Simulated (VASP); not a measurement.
Write the native input for VASP 6.6.1 that does the following.

```yaml
Task: single point
Functional: PBE
Potentials_or_basis: VASP PAW PBE potentials, release 64 (Cd, O)
Cutoff: 520 eV
k_mesh: 11 × 11 × 11
Occupations: fermi-dirac, width 0.0612256 eV
Spin: no spin polarisation
Dipole_correction: no
Further_INCAR_settings: ALGO = Normal; EDIFF = 1e-06; NBANDS = 53
```

The structure of Cd2O3 lies in POSCAR:

```
Cd2O3
1.0
    5.3065815668      0.0000000000      0.0000000000
    0.0000000000      5.3065815668      0.0000000000
    0.0000000000      0.0000000000      5.3065815668
Cd O
4 6
Direct
    0.2500000000      0.2500000000      0.2500000000
    0.7500000000      0.7500000000      0.2500000000
    0.7500000000      0.2500000000      0.7500000000
    0.2500000000      0.7500000000      0.7500000000
    0.5000000000      0.0000000000      0.0000000000
    0.0000000000      0.5000000000      0.0000000000
    0.0000000000      0.0000000000      0.5000000000
    0.5000000000      0.5000000000      0.0000000000
    0.5000000000      0.0000000000      0.5000000000
    0.0000000000      0.5000000000      0.5000000000
```

These files were run (other wordings do the same):

INCAR

```
ALGO = Normal
EDIFF = 1E-6
ENCUT = 520
GGA = PE
ISIF = 2
ISMEAR = -1
LASPH = True
LCHARG = False
LREAL = False
LWAVE = False
NBANDS = 53
NELM = 80
PREC = Accurate
SIGMA = 0.06122561905347299
```

KPOINTS

```
k-points
0
Gamma
  11 11 11
```

Potentials or basis: VASP PAW PBE potentials, release 64 (Cd, O).

Command:

```sh
$ cat potpaw_PBE.64/Cd/POTCAR potpaw_PBE.64/O/POTCAR > POTCAR
$ mpirun -np 1 vasp_std > vasp.out
```

It gave:

```
Pressure               : -0.8 GPa
Band gap on the k mesh : zero (band 42 reaches 0.79 eV, above the bottom of band 43 at 0.05 eV)
```

Wall time 3.5 min on 1 thread of Intel(R) Xeon(R) 6975P-C (Granite Rapids) (shared host), peak memory 0.44 GiB.
